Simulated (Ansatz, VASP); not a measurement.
# Two plane-wave programs on InSb3

The input INCAR:

```
PREC = Accurate
ENCUT = 520
EDIFF = 1E-7
ISMEAR = 0
SIGMA = 0.15
LREAL = False
LASPH = True
NELM = 80
ALGO = Normal
ISIF = 2
LWAVE = False
LCHARG = False
GGA = PE
NBANDS = 22
```

KPOINTS

```
Automatic mesh
0
Gamma
  8 8 8
```

The input POSCAR:

```
InSb3
1.0
    4.7657240740      0.0560815005      0.0560815005
    0.0560815005      4.7657240740      0.0560815005
    0.0560815005      0.0560815005      4.7657240740
In Sb
1 3
Direct
    0.0000000000      0.0000000000      0.0000000000
    0.5000000000      0.0000000000      0.5000000000
    0.0000000000      0.5000000000      0.5000000000
    0.5000000000      0.5000000000      0.0000000000
```

Input for Ansatz:

```yaml
crystal:
  lattice:
    - [4.765724074, 0.0560815005, 0.0560815005]
    - [0.0560815005, 4.765724074, 0.0560815005]
    - [0.0560815005, 0.0560815005, 4.765724074]
  atoms:
    - { symbol: In, position: [0.0, 0.0, 0.0] }
    - { symbol: Sb, position: [0.5, 0.0, 0.5] }
    - { symbol: Sb, position: [0.0, 0.5, 0.5] }
    - { symbol: Sb, position: [0.5, 0.5, 0.0] }
basis:
  ecutwfc: 420
kpoints:
  mp_grid: { grid: [8, 8, 8] }
hamiltonian:
  xc: pbe
  pseudopotentials: { kind: paw, azcp: { folder: soft_1 } }
scf:
  occupations: { method: gaussian, width: 0.15 }
output:
  forces: true
  stress: true
  eigenvalues: true
```

Change from the starting cell: equal engineering shear yz, xz and xy +0.0233, equal normal strain along x, y and z -0.0100.

Alike in both runs: task single point; functional PBE; k mesh 8 × 8 × 8; occupations gaussian, width 0.15 eV; no spin polarisation.

|  | VASP | Ansatz |
| --- | --- | --- |
| version | VASP 6.6.1 | Ansatz 0.2.0 |
| potentials or method | VASP PAW PBE potentials, release 64 (In_d, Sb), cutoff 520 eV | scalar-relativistic, plane waves, PAW |
| valence electrons in the cell | 28 | 58 |

```csv
,VASP,Ansatz,Ansatz less VASP
gap on the k mesh at the Fermi level (eV),none,none,-
pressure (GPa),1.7,1.7,+0.09
"traceless stress, the component that is largest in VASP (GPa)",-0.51,-0.51,0.000
```

A gap of «none» marks a metal or a gap that the smearing closes. With one functional, cell and mesh, what is left measures potentials, basis and numerics. VASP's potentials hold 28 valence electrons a cell and Ansatz's 58, so a difference there can come from the potentials and not from the codes.

Spin-orbit coupling is off throughout.
